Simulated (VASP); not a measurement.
Set up this calculation in VASP 6.6.1, as the native input.

* Task: single point
* Functional: PBE
* Potentials or basis: VASP PAW PBE potentials, release 64 (Sr_sv, I)
* Cutoff: 520 eV
* k mesh: 8 × 8 × 4
* Occupations: gaussian, width 0.1 eV
* Spin: no spin polarisation
* Dipole correction: no
* Further INCAR settings: ALGO = Normal; EDIFF = 1e-06; NBANDS = 41

The structure of Sr5I2 lies in POSCAR:

```
Sr5I2
1.0
    5.5079160592      0.0000000000      0.0000000000
    0.0000000000      5.5079160592      0.0000000000
    0.0000000000      0.0000000000     15.8940726596
Sr I
5 2
Direct
    0.0000000000      0.5000000000      0.2845932398
    0.5000000000      0.0000000000      0.7154067602
    0.0000000000      0.5000000000      0.7154067602
    0.5000000000      0.0000000000      0.2845932398
    0.5000000000      0.5000000000      0.5000000000
    0.5000000000      0.5000000000      0.8520986405
    0.5000000000      0.5000000000      0.1479013595
```

The cell was generated, and may not be a known phase.

The input as run:

INCAR

```
SYSTEM = Sr5I2
PREC = Accurate
ENCUT = 520
EDIFF = 1E-6
ISMEAR = 0
SIGMA = 0.1
LREAL = .False.
LASPH = .True.
NELM = 80
ALGO = Normal
ISIF = 2
LWAVE = .False.
LCHARG = .False.
GGA = PE
NBANDS = 41
```

KPOINTS

```
Automatic mesh
0
Gamma
  8 8 4
  0 0 0
```

Potentials or basis: VASP PAW PBE potentials, release 64 (Sr_sv, I).

Command:

```bash
$ cat potpaw_PBE.64/Sr_sv/POTCAR potpaw_PBE.64/I/POTCAR > POTCAR
$ mpirun -np 1 vasp_std > vasp.out
```

It gave:

```json
{"Pressure": "0.0 GPa", "Largest force": "0.010 eV/Å", "Band gap on the k mesh": "zero (bands 32 and 33 overlap by 0.33 eV)"}
```

Caveat: spin-orbit coupling is left out, which moves the levels of the heavy elements.

Wall time 29 min on 1 thread of Intel Xeon 8259CL, on a shared host, peak memory 0.97 GiB.
